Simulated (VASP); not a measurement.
Set up this calculation in VASP 6.6.1, as the native input.

```
Task                   : single point
Functional             : PBE
Potentials or basis    : VASP PAW PBE potentials, release 64 (Ba_sv, Zr_sv, O)
Cutoff                 : 520 eV
k mesh                 : 6 × 6 × 6
Occupations            : gaussian, width 0.014 eV
Spin                   : no spin polarisation
Dipole correction      : no
Further INCAR settings : ALGO = Normal; EDIFF = 1e-07; NBANDS = 28
```

The structure of BaZrO3 lies in POSCAR:

```
BaZrO3
1.0
    4.1913400000      0.0000000000      0.0000000000
    0.0000000000      4.1913400000      0.0000000000
    0.0000000000      0.0000000000      4.1913400000
Ba Zr O
1 1 3
Direct
    0.0000000000      0.0000000000      0.0000000000
    0.5000000000      0.5000000000      0.5000000000
    0.5000000000      0.5000000000      0.0000000000
    0.5000000000      0.0000000000      0.5000000000
    0.0000000000      0.5000000000      0.5000000000
```

One way to write it, as run:

INCAR

```
SYSTEM = BaZrO3
  PREC = Accurate
  ENCUT = 520
  EDIFF = 1E-7
  ISMEAR = 0
  SIGMA = 0.014
  LREAL = .FALSE.
  LASPH = .TRUE.
  NELM = 60
  ALGO = Normal
  ISIF = 2
  LWAVE = .FALSE.
  LCHARG = .TRUE.
  GGA = PE
  LELF = .TRUE.
  LVHAR = .TRUE.
  NBANDS = 28
```

KPOINTS

```
Automatic mesh
0
G
  6 6 6
  0 0 0
```

Potentials or basis: VASP PAW PBE potentials, release 64 (Ba_sv, Zr_sv, O).

The run is started by

```sh
$ cat potpaw_PBE.64/Ba_sv/POTCAR potpaw_PBE.64/Zr_sv/POTCAR potpaw_PBE.64/O/POTCAR > POTCAR
$ mpirun -np 1 vasp_std > vasp.out
```

Results of the run:

| Property | Result |
| --- | --- |
| Pressure | 5.1 GPa |
| Band gap on the k mesh | 3.19 eV (least direct gap 3.41 eV) |

Caveat: the cell stands under pressure; spin-orbit coupling is left out, which moves the levels of the heavy elements.

It took 60 s on 1 thread of Intel Xeon 8259CL, on a shared host, peak memory 0.2 GiB.
